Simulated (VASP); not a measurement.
# AlHCl4 (P4/mmm) in VASP: notebook, part 2 of 2

VASP 6.6.1. The steps go on from the part before.

### 5 Relaxation of cell and atoms, PBE

This run uses another cell than the first one, of 20.89 Å³/atom, 0.709 times its volume.

File INCAR:

```
PREC = Accurate ; ENCUT = 600
EDIFF = 1E-6 ; ISMEAR = 0
SIGMA = 0.1 ; LREAL = False
LASPH = True ; NELM = 100
ALGO = Normal ; ISIF = 3
LWAVE = False ; LCHARG = False
GGA = PE ; IBRION = 2
NSW = 90 ; EDIFFG = -0.04
```

File KPOINTS:

```
Automatic mesh
0
Gamma
  4 4 4
```

File POSCAR:

```
AlHCl4
1.0
    4.1468143000      0.0000000000      0.0000000000
    0.0000000000      4.1468143000      0.0000000000
    0.0000000000      0.0000000000      7.2882888300
Al H Cl
1 1 4
Direct
    0.0000000000      0.0000000000      0.0000000000
    0.5000000000      0.5000000000      0.5000000000
    0.5000000000      0.0000000000      0.0000000000
    0.0000000000      0.5000000000      0.0000000000
    0.0000000000      0.0000000000      0.2737000000
    0.0000000000      0.0000000000      0.7263000000
```

Potentials or basis: VASP PAW PBE potentials, release 64 (Al, H, Cl).

On the command line:

```console
$ cat potpaw_PBE.64/Al/POTCAR potpaw_PBE.64/H/POTCAR potpaw_PBE.64/Cl/POTCAR > POTCAR
$ mpirun -np 1 vasp_std > vasp.out
```

OUTCAR:

```text
PREC = Accurate
   ENCUT = 600
   EDIFF = 1E-6
   ISMEAR = 0
   LREAL = False
   LASPH = True
   NELM = 100
   ISIF = 3
   GGA = PE
   IBRION = 2
   NSW = 90
   EDIFFG = -0.04

 ion  position               nearest neighbor table
   1  0.000  0.000  0.000-   5 1.99   6 1.99   3 2.07   4 2.07   4 2.07   3 2.07
   2  0.500  0.500  0.500-
   3  0.500  0.000  0.000-   1 2.07   1 2.07
   4  0.000  0.500  0.000-   1 2.07   1 2.07
   5  0.000  0.000  0.274-   1 1.99
   6  0.000  0.000  0.726-   1 1.99

  LATTYP: Found a simple tetragonal cell.
 ALAT       =     4.1468143000
 C/A-ratio  =     1.7575633493

  Lattice vectors:

 A1 = (   4.1468143000,   0.0000000000,   0.0000000000)
 A2 = (   0.0000000000,   4.1468143000,   0.0000000000)
 A3 = (   0.0000000000,   0.0000000000,   7.2882888300)

Analysis of symmetry for initial positions (statically):
=====================================================================
 Subroutine PRICEL returns:
 Original cell was already a primitive cell.

 Routine SETGRP: Setting up the symmetry group for a
 simple tetragonal supercell.

 Subroutine GETGRP returns: Found 16 space group operations
 (whereof 16 operations were pure point group operations)
 out of a pool of 16 trial point group operations.

The static configuration has the point symmetry D_4h.

Analysis of symmetry for dynamics (positions and initial velocities):
=====================================================================
 Subroutine PRICEL returns:
 Original cell was already a primitive cell.

 Routine SETGRP: Setting up the symmetry group for a
 simple tetragonal supercell.

 Subroutine GETGRP returns: Found 16 space group operations
 (whereof 16 operations were pure point group operations)
 out of a pool of 16 trial point group operations.

The dynamic configuration has the point symmetry D_4h.

 Subroutine INISYM returns: Found 16 space group operations
 (whereof 16 operations are pure point group operations),
 and found     1 'primitive' translations

----------------------------------------------------------------------------------------

[... 112 lines left out ...]
     AMIX     =   0.40;   BMIX     =  1.00
     AMIX_MAG =   1.60;   BMIX_MAG =  1.00
  volume/ion in A,a.u.               =      20.89       140.96
  Fermi-wavevector in a.u.,A,eV,Ry     =   1.038580  1.962631 14.675899  1.078648
  Thomas-Fermi vector in A             =   2.173071
   LORBIT       =      0    0 simple, 1 ext, 2 COOP (PROOUT), +10 PAW based schemes
   GGA     = PE    functional components
   LHFCALC =     F    Hartree Fock is set to
   AEXX    =    0.0000 exact exchange contribution
   IVDW    =     0    specifies the selected vdW correction
   LEPSILON=     F    determine dielectric tensor
   LRPA    =     F    only Hartree local field effects (RPA)
 conjugate gradient relaxation of ions
 non-spin polarized calculation
 Gauss-broadening in eV      SIGMA  =   0.10
  energy-cutoff  :      600.00
  volume of cell :      125.33
 maximum number of plane-waves:      4217
 NGX is ok and might be reduce to    36
   NGX = 17   NGY = 17   NGZ = 29

--------------------------------------- Ionic step        1  -------------------------------------------

 number of electron      31.9999995 magnetization

 Free energy of the ion-electron system (eV)
  ---------------------------------------------------
  ext. energy  EPLUGINS =         0.00000000
  ---------------------------------------------------
  free energy    TOTEN  =       -13.01181633 eV

  energy without entropy =      -12.98601641  energy(sigma->0) =      -12.99891637

 E-fermi :   0.9329     XC(G=0):  -8.1484

 val. band max:        0.9020980677   @ k =   0.5000   0.5000   0.2500
 cond. band min:       0.9631178956   @ k =   0.5000   0.0000   0.0000
 fundamental gap:      0.0610198278
 Fermi energy:         0.9329129001

 k-point     1 :       0.0000    0.0000    0.0000
  band No.  band energies     occupation
      1     -16.1767      2.00000
      2     -13.3419      2.00000
      3     -13.3410      2.00000
      4     -12.7550      2.00000
      5      -5.6654      2.00000
      6      -5.6654      2.00000
[... 516 lines left out ...]
  FREE ENERGIE OF THE ION-ELECTRON SYSTEM (eV)
  ---------------------------------------------------
  free  energy   TOTEN  =       -15.7805186754 eV

  energy  without entropy=      -15.7552709249  energy(sigma->0) =      -15.76789480

[... ionic steps 4 to 10 ...]

--------------------------------------- Ionic step       11  -------------------------------------------

 number of electron      31.9999988 magnetization

------------------------ aborting loop because EDIFF is reached ----------------------------------------
[... 75 lines left out ...]
--------------------------------------- Ionic step       13  -------------------------------------------

 number of electron      31.9999986 magnetization

 Free energy of the ion-electron system (eV)
  ---------------------------------------------------
  ext. energy  EPLUGINS =         0.00000000
  ---------------------------------------------------
  free energy    TOTEN  =       -16.05022453 eV

  energy without entropy =      -16.01048527  energy(sigma->0) =      -16.03035490

 E-fermi :  -1.7075     XC(G=0):  -6.8913

 val. band max:       -1.7085463752   @ k =   0.0000   0.0000   0.5000
 cond. band min:      -1.6973423076   @ k =   0.5000   0.5000   0.2500
 fundamental gap:      0.0112040676
 Fermi energy:        -1.7074656925

 k-point     1 :       0.0000    0.0000    0.0000
  band No.  band energies     occupation
      1     -16.3383      2.00000
      2     -15.0322      2.00000
      3     -14.9802      2.00000
      4     -14.7793      2.00000
      5      -6.0391      2.00000
      6      -6.0391      2.00000
[... 436 lines left out ...]
  FREE ENERGIE OF THE ION-ELECTRON SYSTEM (eV)
  ---------------------------------------------------
  free  energy   TOTEN  =       -16.0502245334 eV

  energy  without entropy=      -16.0104852683  energy(sigma->0) =      -16.03035490

 reached required accuracy - stopping structural energy minimisation
```

OSZICAR:

```text
N       E                     dE             d eps       ncg     rms          rms(c)
DAV:   1     0.247449944380E+03    0.24745E+03   -0.15000E+04   720   0.151E+03
DAV:   2     0.700546953924E+01   -0.24044E+03   -0.23128E+03  1048   0.265E+02
DAV:   3    -0.143013795629E+02   -0.21307E+02   -0.20586E+02   860   0.909E+01
[... 153 lines left out ...]
DAV:   5    -0.160502197026E+02   -0.60928E-04   -0.31821E-04   796   0.120E-01    0.527E-02
DAV:   6    -0.160502273288E+02   -0.76262E-05   -0.42305E-05   784   0.426E-02    0.236E-02
DAV:   7    -0.160502261157E+02    0.12131E-05   -0.39474E-06   772   0.132E-02    0.107E-02
DAV:   8    -0.160502245642E+02    0.15514E-05   -0.88311E-07   464   0.680E-03    0.159E-03
DAV:   9    -0.160502245334E+02    0.30794E-07   -0.15935E-07   408   0.311E-03
  13 F= -.16050225E+02 E0= -.16030355E+02  d E =-.701007E-03
```

CONTCAR:

```text
AlHCl4
   1.00000000000000
     4.7405346519243183    0.0000000000000000    0.0000000000000000
    -0.0000000000000000    4.7405346519243183    0.0000000000000000
    -0.0000000000000000   -0.0000000000000000    7.7811733851482900
  Al              H               Cl
     1     1     4
Direct
     0.0000000000000000    0.0000000000000000    0.0000000000000000
     0.5000000000000000    0.5000000000000000    0.5000000000000000
     0.5000000000000000    0.0000000000000000    0.0000000000000000
     1.0000000000000000    0.5000000000000000    0.0000000000000000
     1.0000000000000000    0.0000000000000000    0.2840839087924838
     0.0000000000000000    0.0000000000000000    0.7159160912075160

  0.00000000E+00  0.00000000E+00  0.00000000E+00
  0.00000000E+00  0.00000000E+00  0.00000000E+00
  0.00000000E+00  0.00000000E+00  0.00000000E+00
  0.00000000E+00  0.00000000E+00  0.00000000E+00
  0.00000000E+00  0.00000000E+00  0.00000000E+00
  0.00000000E+00  0.00000000E+00  0.00000000E+00
```

It took 4.8 min on 1 thread of Intel Xeon Platinum 8488C (Sapphire Rapids), shared host; peak memory 0.28 GiB.

What came out:

* Free energy: -16.0502 eV
* Relaxed volume: 29.14 Å³/atom
* Relaxed cell: a = 4.741 Å, b = 4.741 Å, c = 7.781 Å, α = 90.00°, β = 90.00°, γ = 90.00°
* Space group after relaxing (to 0.05 Å): P4/mmm (No. 123)
* Energy gained by relaxing: 506.4 meV/atom
* Ionic steps: 13
* Pressure after relaxing: 0.1 GPa
* Largest force after relaxing: 0.014 eV/Å
* Band gap on the k mesh: zero (band 16 reaches -1.63 eV, above the bottom of band 17 at -1.86 eV)

Forces on the atoms (eV/Å):
```
Al   0.000  0.000  0.000
H    0.000  0.000  0.000
Cl   0.000  0.000  0.000
Cl   0.000  0.000  0.000
Cl   0.000  0.000  0.014
Cl   0.000  0.000 -0.014
```

Step by step:
```
step  energy change (eV)  largest force (eV/Å)  pressure (GPa)  volume (Å³)
   1              0.0000                5.1706           23.93       125.33
   2             -2.1898                1.5404           -3.74       190.84
   3             -2.7687                0.6375            1.00       162.18
   4             -2.7684                0.6837            0.78       162.98
   5             -2.9526                0.5442            0.08       167.81
   6             -3.0268                0.0772           -0.17       174.66
   7             -3.0306                0.1997           -0.17       173.36
   8             -3.0306                0.1826           -0.17       173.56
   9             -3.0333                0.0404            0.21       172.75
  10             -3.0333                0.0344            0.16       172.71
  11             -3.0356                0.0424            0.12       173.19
  12             -3.0377                0.0655            0.01       174.34
  13             -3.0384                0.0142            0.12       174.86
```

Final structure:
```
Al H Cl
1.0
     4.74053    0.00000    0.00000
     0.00000    4.74053    0.00000
     0.00000    0.00000    7.78117
Al H Cl
1 1 4
Direct
  0.00000 0.00000 0.00000
  0.50000 0.50000 0.50000
  0.50000 0.00000 0.00000
  0.00000 0.50000 0.00000
  0.00000 0.00000 0.28408
  0.00000 0.00000 0.71592
```

Caveat: the k points lie up to 0.33 Å⁻¹ apart in the final cell; the volume moved by over 15 % at a fixed basis, so the end points are rough.

### 6 Summary

```tsv
task	cell	k mesh	cutoff (eV)	gap on the mesh (eV)	pressure (GPa)	relaxed volume (Å³/atom)	largest force (eV/Å)
single point	a = 4.757, b = 4.757, c = 7.816 Å, 6 atoms	8 × 8 × 6	520	none	-0.1	-	0.03
relaxation of cell and atoms	relaxed from a = 4.740, b = 4.740, c = 7.760 Å, 6 atoms	8 × 8 × 6	600	none	0.0	29.45	0.01
single point	a = 4.740, b = 4.740, c = 7.760 Å, 6 atoms	4 × 4 × 4	520	none	0.1	-	0.03
relaxation of cell and atoms	relaxed from a = 4.147, b = 4.147, c = 7.288 Å, 6 atoms	4 × 4 × 4	600	none	0.1	29.14	0.01
```

Alike in all rows: level PBE; potentials or basis VASP PAW PBE potentials, release 64 (Al, H, Cl); no spin polarisation; smearing gaussian 0.1 eV.

Caveats: some runs use coarse meshes; the volume moved by over 15 % at a fixed basis, so the end points are rough (some runs).

Absolute energies hang on the potentials; compare differences alone.
